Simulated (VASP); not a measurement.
Input of a VASP 6.6.1 run:

INCAR

```
PREC = Accurate ; ENCUT = 600
EDIFF = 1E-6 ; ISMEAR = -1
SIGMA = 0.15 ; LREAL = False
LASPH = True ; NELM = 80
ALGO = Normal ; ISIF = 3
LWAVE = False ; LCHARG = False
IBRION = 2 ; NSW = 80
EDIFFG = -0.001
```

File KPOINTS:

```
Automatic mesh
0
Gamma
  16 16 16
```

POSCAR

```
Ta
1.0
   -1.6263503647      1.6263503647      1.6263503647
    1.6263503647     -1.6263503647      1.6263503647
    1.6263503647      1.6263503647     -1.6263503647
Ta
1
Direct
    0.0000000000      0.0000000000      0.0000000000
```

Potentials or basis: VASP PAW LDA potentials, release 64 (Ta_pv).

Run with:

```bash
$ cat potpaw_LDA.64/Ta_pv/POTCAR > POTCAR
$ mpirun -np 1 vasp_std > vasp.out
```

(1) Estimate the relaxed cell.

(2) Estimate the space group after relaxing (to 0.05 Å).

Answers

(1) a = 2.823 Å, b = 2.823 Å, c = 2.823 Å, α = 109.47°, β = 109.47°, γ = 109.47°.

(2) Im-3m (No. 229).
